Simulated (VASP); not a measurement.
The system is K6SbP.

```xyz
8
Lattice="0.0000 5.4684 5.4684 5.4684 0.0000 5.4684 5.4684 5.4684 0.0000" Properties=species:S:1:pos:R:3 pbc="T T T"
K     2.7342    5.4684    5.4684
K     5.4684    2.7342    5.4684
K     8.2026    5.4684    5.4684
K     5.4684    8.2026    5.4684
K     5.4684    5.4684    2.7342
K     5.4684    5.4684    8.2026
Sb    5.4684    5.4684    5.4684
P     0.0000    0.0000    0.0000
```

The cell was generated, and may not be a known phase.

- Program: VASP 6.6.1
- Task: relaxation of cell and atoms
- Functional: PBE
- Potentials or basis: VASP PAW PBE potentials, release 64 (K_sv, Sb, P)
- Cutoff: 600 eV
- k mesh: 4 × 4 × 4
- Occupations: gaussian, width 0.1 eV
- Spin: no spin polarisation

At the start: pressure 13.6 GPa; volume 40.88 Å³/atom.

Task: How do energy, volume and symmetry change on relaxing?

Result: Over 8 steps the energy falls by 868.5 meV/atom and the volume is 72.06 Å³/atom (+76.3 %); space group Fm-3m (No. 225, to 0.1 Å) before and after.

The path:
```tsv
step	energy change (eV)	largest force (eV/Å)	pressure (GPa)	volume (Å³)
1	0.0000	1.5103	13.56	327.04
2	-6.7495	0.1704	1.03	519.66
3	-6.8976	0.1200	0.44	550.68
4	-6.9054	0.0581	-0.37	616.37
5	-6.9440	0.0803	-0.05	585.40
6	-6.9435	0.0861	0.03	579.22
7	-6.9452	0.0736	0.04	578.53
8	-6.9484	0.0353	0.07	576.46
```

Final structure:
```xyz
8
Lattice="0.0000 6.6056 6.6056 6.6056 0.0000 6.6056 6.6056 6.6056 0.0000" Properties=species:S:1:pos:R:3 pbc="T T T"
K     3.1795    6.6056    6.6056
K     6.6056    3.1795    6.6056
K    10.0317    6.6056    6.6056
K     6.6056   10.0317    6.6056
K     6.6056    6.6056    3.1795
K     6.6056    6.6056   10.0317
Sb    6.6056    6.6056    6.6056
P     0.0000    0.0000    0.0000
```

Caveat: the volume moved by over 15 % at a fixed basis, so the end points are rough.
